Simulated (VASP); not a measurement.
# Sn3Te (Pm-3m) in VASP: elastic constants with PBEsol

Aim: the elastic constants of Sn3Te with PBEsol.

Everything below comes from runs of VASP 6.6.1. Logs are shortened: lines on timing, memory, paths and dates and some standing lists are left out, and cuts for length are marked.

**1. The cell of the first run**

Symmetry: Pm-3m, No. 221, cubic system. Conventional cell: a = 4.866 Å, b = 4.866 Å, c = 4.866 Å, α = 90.00°, β = 90.00°, γ = 90.00°. Te (site symmetry m-3m) has 12 Sn at 3.44 Å within 4.5 Å. Within 4.5 Å of Sn (site symmetry 4/mmm) lie 4 Te at 3.44 Å and 8 Sn at 3.44 Å.

**2. Elastic constants, PBEsol**

Contents of INCAR:

```
PREC = Accurate ; ENCUT = 600
EDIFF = 1E-8 ; ISMEAR = -1
SIGMA = 0.05 ; LREAL = False
LASPH = True ; NELM = 60
ALGO = Normal ; ISIF = 3
LWAVE = False ; LCHARG = False
GGA = PS ; IBRION = 6
NFREE = 2 ; POTIM = 0.015
NSW = 1
```

Contents of KPOINTS:

```
regular mesh
0
Gamma
  6 6 6
```

Contents of POSCAR:

```
Sn3Te
1.0
    4.8656220000      0.0000000000      0.0000000000
    0.0000000000      4.8656220000      0.0000000000
    0.0000000000      0.0000000000      4.8656220000
Te Sn
1 3
Direct
    0.0000000000      0.0000000000      0.0000000000
    0.0000000000      0.5000000000      0.5000000000
    0.5000000000      0.0000000000      0.5000000000
    0.5000000000      0.5000000000      0.0000000000
```

Potentials or basis: VASP PAW PBE potentials, release 64 (Te, Sn_d).

Started as:

```
$ cat potpaw_PBE.64/Te/POTCAR potpaw_PBE.64/Sn_d/POTCAR > POTCAR
$ mpirun -np 1 vasp_std > vasp.out
```

OUTCAR:

```text
PREC = Accurate
   ENCUT = 600
   EDIFF = 1E-8
   ISMEAR = -1
   LREAL = False
   LASPH = True
   NELM = 60
   ISIF = 3
   GGA = PS
   IBRION = 6
   NFREE = 2
   POTIM = 0.015
   NSW = 1

 ion  position               nearest neighbor table
   1  0.000  0.000  0.000-   2 3.44   3 3.44   4 3.44   2 3.44   3 3.44   2 3.44   4 3.44   2 3.44
                             3 3.44   4 3.44   3 3.44   4 3.44
   2  0.000  0.500  0.500-   1 3.44   3 3.44   4 3.44   1 3.44   4 3.44   1 3.44   3 3.44   1 3.44
                             3 3.44   4 3.44   4 3.44   3 3.44
   3  0.500  0.000  0.500-   1 3.44   2 3.44   4 3.44   1 3.44   4 3.44   2 3.44   4 3.44   4 3.44
                             1 3.44   2 3.44   1 3.44   2 3.44
   4  0.500  0.500  0.000-   1 3.44   2 3.44   3 3.44   2 3.44   3 3.44   1 3.44   3 3.44   3 3.44
                             1 3.44   2 3.44   2 3.44   1 3.44

  LATTYP: Found a simple cubic cell.
 ALAT       =     4.8656220000

  Lattice vectors:

 A1 = (   4.8656220000,   0.0000000000,   0.0000000000)
 A2 = (   0.0000000000,   4.8656220000,   0.0000000000)
 A3 = (   0.0000000000,   0.0000000000,   4.8656220000)

Analysis of symmetry for initial positions (statically):
=====================================================================
 Subroutine PRICEL returns:
 Original cell was already a primitive cell.

 Routine SETGRP: Setting up the symmetry group for a
 simple cubic supercell.

 Subroutine GETGRP returns: Found 48 space group operations
 (whereof 48 operations were pure point group operations)
 out of a pool of 48 trial point group operations.

The static configuration has the point symmetry O_h .

Analysis of symmetry for dynamics (positions and initial velocities):
=====================================================================
 Subroutine PRICEL returns:
 Original cell was already a primitive cell.

 Routine SETGRP: Setting up the symmetry group for a
 simple cubic supercell.

 Subroutine GETGRP returns: Found 48 space group operations
 (whereof 48 operations were pure point group operations)
 out of a pool of 48 trial point group operations.

The dynamic configuration has the point symmetry O_h .

 Subroutine INISYM returns: Found 48 space group operations
 (whereof 48 operations are pure point group operations),
 and found     1 'primitive' translations

----------------------------------------------------------------------------------------

                                     Primitive cell

  volume of cell :     115.1901

  direct lattice vectors                    reciprocal lattice vectors
     4.865622000  0.000000000  0.000000000     0.205523569  0.000000000  0.000000000
     0.000000000  4.865622000  0.000000000     0.000000000  0.205523569  0.000000000
     0.000000000  0.000000000  4.865622000     0.000000000  0.000000000  0.205523569

  length of vectors
     4.865622000  4.865622000  4.865622000     0.205523569  0.205523569  0.205523569

  position of ions in fractional coordinates (direct lattice)
     0.000000000  0.000000000  0.000000000
     0.000000000  0.500000000  0.500000000
     0.500000000  0.000000000  0.500000000
     0.500000000  0.500000000  0.000000000

  ion indices of the primitive-cell ions
   primitive index   ion index
[... 117 lines left out ...]
  ---------------------------------------------------
  free energy    TOTEN  =       -16.07962284 eV

  energy without entropy =      -16.05551453  energy(sigma->0) =      -16.06756868

------------------------ aborting loop because EDIFF is reached ----------------------------------------

  FORCE on cell =-STRESS in cart. coord.  units (eV):
  Direction    XX          YY          ZZ          XY          YZ          ZX
  --------------------------------------------------------------------------------------
  -------------------------------------------------------------------------------------
  Total       -1.6982896     -1.6982896     -1.6982896     -0.0000000     -0.0000000      0.0000000
  in kB      -23.6214875    -23.6214875    -23.6214875     -0.0000000     -0.0000000      0.0000000
  external PRESSURE =     -23.6214875 kB  Pullay stress =       0.0000000 kB
[... 95 lines left out ...]
  FREE ENERGIE OF THE ION-ELECTRON SYSTEM (eV)
  ---------------------------------------------------
  free  energy   TOTEN  =       -16.1024760700 eV

  energy  without entropy=      -16.0778125205  energy(sigma->0) =      -16.09014430

[... ionic steps 4 to 16 ...]

--------------------------------------- Ionic step       17  -------------------------------------------

 number of electron      47.9999995 magnetization

------------------------ aborting loop because EDIFF is reached ----------------------------------------
[... 71 lines left out ...]
--------------------------------------- Ionic step       19  -------------------------------------------

 number of electron      47.9999995 magnetization

 Free energy of the ion-electron system (eV)
  ---------------------------------------------------
  ext. energy  EPLUGINS =         0.00000000
  ---------------------------------------------------
  free energy    TOTEN  =       -16.07963382 eV

  energy without entropy =      -16.05557488  energy(sigma->0) =      -16.06760435

 E-fermi :   7.4686     XC(G=0): -10.2005

 val. band max:        7.4519926843   @ k =   0.0000   0.1667   0.0000
 cond. band min:       7.4997540200   @ k =   0.0000   0.0000   0.1667
 fundamental gap:      0.0477613357
 Fermi energy:         7.4685575455

 k-point     1 :       0.0000    0.0000    0.0000
  band No.  band energies     occupation
      1     -14.0583      2.00000
      2     -14.0583      2.00000
      3     -14.0583      2.00000
      4     -14.0395      2.00000
      5     -14.0394      2.00000
      6     -14.0170      2.00000
[... 733 lines left out ...]
     27       9.4184      0.00000
     28       9.4184      0.00000

 [... further k-points ...]

------------------------ aborting loop because EDIFF is reached ----------------------------------------

  FORCE on cell =-STRESS in cart. coord.  units (eV):
  Direction    XX          YY          ZZ          XY          YZ          ZX
  --------------------------------------------------------------------------------------
  -------------------------------------------------------------------------------------
  Total       -1.6966983     -1.6963899     -1.6961796      0.0000000      0.0000000      0.0000000
  in kB      -23.5993538    -23.5950640    -23.5921387      0.0000000      0.0000000      0.0000000
  external PRESSURE =     -23.5955188 kB  Pullay stress =       0.0000000 kB
[... 19 lines left out ...]
  FREE ENERGIE OF THE ION-ELECTRON SYSTEM (eV)
  ---------------------------------------------------
  free  energy   TOTEN  =       -16.0796338210 eV

  energy  without entropy=      -16.0555748788  energy(sigma->0) =      -16.06760435

 INTERNAL STRAIN TENSORS FROM STRAINED CELLS
 ============================================

 INTERNAL STRAIN TENSOR FOR ION    1 for displacements in x,y,z  (eV/Angst):
          X           Y           Z          XY          YZ          ZX
  --------------------------------------------------------------------------------
  x     0.00000     0.00000     0.00000     0.00000     0.00000     0.00000
  y     0.00000     0.00000     0.00000     0.00000     0.00000     0.00000
  z     0.00000     0.00000     0.00000     0.00000    -0.00000     0.00000

 INTERNAL STRAIN TENSORS FROM DISPLACED ATOMS
 ============================================

 INTERNAL STRAIN TENSOR FOR ION    1 for displacements in x,y,z  (eV/Angst):
          X           Y           Z          XY          YZ          ZX
  --------------------------------------------------------------------------------
  x     0.00000     0.00000     0.00000     0.00000     0.00000     0.00000
  y     0.00000     0.00000     0.00000     0.00000     0.00000     0.00000
  z     0.00000     0.00000     0.00000     0.00000     0.00000     0.00000

 INTERNAL STRAIN TENSOR FOR ION    4 for displacements in x,y,z  (eV/Angst):
          X           Y           Z          XY          YZ          ZX
  --------------------------------------------------------------------------------
  x     0.00000     0.00000     0.00000     0.00000     0.00000     0.00000
  y     0.00000     0.00000     0.00000     0.00000     0.00000     0.00000
  z     0.00000     0.00000     0.00000     0.00000     0.00000     0.00000

 Eigenvectors and eigenvalues of the dynamical matrix
 ----------------------------------------------------

   1 f  =    1.975928 THz    12.415122 2PiTHz   65.909865 cm-1     8.171778 meV
             X         Y         Z           dx          dy          dz
      0.000000  0.000000  0.000000     0.079171   -0.618683    0.089739
      0.000000  2.432811  2.432811     0.042277    0.485807   -0.070466
      2.432811  0.000000  2.432811    -0.062167   -0.330377   -0.070466
      2.432811  2.432811  0.000000    -0.062167    0.485807    0.047921
[... 71 lines left out ...]
  12 f/i=    1.491169 THz     9.369291 2PiTHz   49.740041 cm-1     6.166976 meV
             X         Y         Z           dx          dy          dz
      0.000000  0.000000  0.000000    -0.000000    0.000000    0.000000
      0.000000  2.432811  2.432811     0.000000    0.148000   -0.156809
      2.432811  0.000000  2.432811     0.673429    0.000000    0.156809
      2.432811  2.432811  0.000000    -0.673429   -0.148000   -0.000000

--------------------------------------------------------------------------------------------------------

 ELASTIC MODULI CONTR FROM IONIC RELAXATION (kBar)
 Direction    XX          YY          ZZ          XY          YZ          ZX
 --------------------------------------------------------------------------------
 XX           0.0000      0.0000      0.0000      0.0000      0.0000      0.0000
 YY           0.0000      0.0000      0.0000      0.0000      0.0000      0.0000
 ZZ           0.0000      0.0000      0.0000      0.0000      0.0000      0.0000
 XY           0.0000      0.0000      0.0000      0.0000      0.0000      0.0000
 YZ           0.0000      0.0000      0.0000      0.0000      0.0000      0.0000
 ZX           0.0000      0.0000      0.0000      0.0000      0.0000      0.0000
 --------------------------------------------------------------------------------

 TOTAL ELASTIC MODULI (kBar)
 Direction    XX          YY          ZZ          XY          YZ          ZX
 --------------------------------------------------------------------------------
 XX         371.8351    452.4667    452.4667      0.0000      0.0000      0.0000
 YY         452.4667    371.8351    452.4667      0.0000      0.0000     -0.0000
 ZZ         452.4667    452.4667    371.8351      0.0000      0.0000     -0.0000
 XY           0.0000      0.0000      0.0000     -6.5295      0.0000      0.0000
 YZ           0.0000      0.0000      0.0000      0.0000     -6.5295      0.0000
 ZX           0.0000     -0.0000     -0.0000      0.0000      0.0000     -6.5295
 --------------------------------------------------------------------------------
```

It took 86 min on 1 thread of Oxide Virtual Turin-like, shared host; peak memory 0.55 GiB.

Results:

```
Elastic constants C11, C12, C44                         : 37, 45, -1 GPa
Voigt bulk modulus                                      : 43 GPa
Highest phonon frequency at Γ, LO-TO splitting left out : 66 cm⁻¹
Most unstable mode                                      : 50i cm⁻¹
```

Phonon frequencies in cm⁻¹ (negative: imaginary):
| q point | frequencies |
| --- | --- |
| (0.000, 0.000, 0.000) | -50 -50 -50 -43 -43 -43 0 0 0 66 66 66 |

Elastic tensor in Voigt notation (GPa, in the Cartesian axes of the cell as first typed):
```
37 45 45  0  0  0
45 37 45  0  0  0
45 45 37  0  0  0
 0  0  0 -1  0  0
 0  0  0  0 -1  0
 0  0  0  0  0 -1
```

Clamped-ion elastic tensor (GPa):
```
37 45 45  0  0  0
45 37 45  0  0  0
45 45 37  0  0  0
 0  0  0 -1  0  0
 0  0  0  0 -1  0
 0  0  0  0  0 -1
```

Caveat: the cell is under stress, which shifts elastic constants; some modes are imaginary; the elastic tensor has a negative eigenvalue, so either the cell is unstable as it stands or the mesh is too thin; the PAW data sets were made with another functional, which shifts forces and pressure a little; spin-orbit coupling is left out, which moves the levels of the heavy elements.
